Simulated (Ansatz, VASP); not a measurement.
Two plane-wave programs on La3N2

```xyz
5
Lattice="4.8854 0.0000 0.0000 0.0000 4.8854 0.0000 0.0000 0.0000 6.2201" Properties=species:S:1:pos:R:3 pbc="T T T"
La    2.4427    0.0000    5.2744
La    0.0000    2.4427    5.2744
La    2.4427    2.4427    2.5279
N     2.4427    0.0000    3.2750
N     0.0000    2.4427    3.2750
```

Alike in both runs: functional PBE; k mesh 4 × 4 × 4; occupations gaussian, width 0.1 eV; no spin polarisation.

Ansatz relaxed the structure, and its values are those at the end. VASP's run is a single point on that final structure, the one shown.

|  | VASP | Ansatz |
| --- | --- | --- |
| version | VASP 6.6.1 | Ansatz 0.2.0 |
| potentials or method | VASP PAW PBE potentials, release 64 (La, N), cutoff 520 eV | scalar-relativistic, plane waves, PAW |
| valence electrons in the cell | 43 | 43 |

Ansatz gave:

```
gap on the k mesh at the Fermi level (eV) : none
pressure (GPa)                            : 0.1
rms of the force components (eV/Å)        : 0.004
```

Task: What did VASP give for the same quantities?

Result: gap on the k mesh at the Fermi level (eV): none; pressure (GPa): 0.1; rms of the force components (eV/Å): 0.021.

A gap of «none» marks a metal or a gap that the smearing closes.

Neither program's run includes spin-orbit coupling.
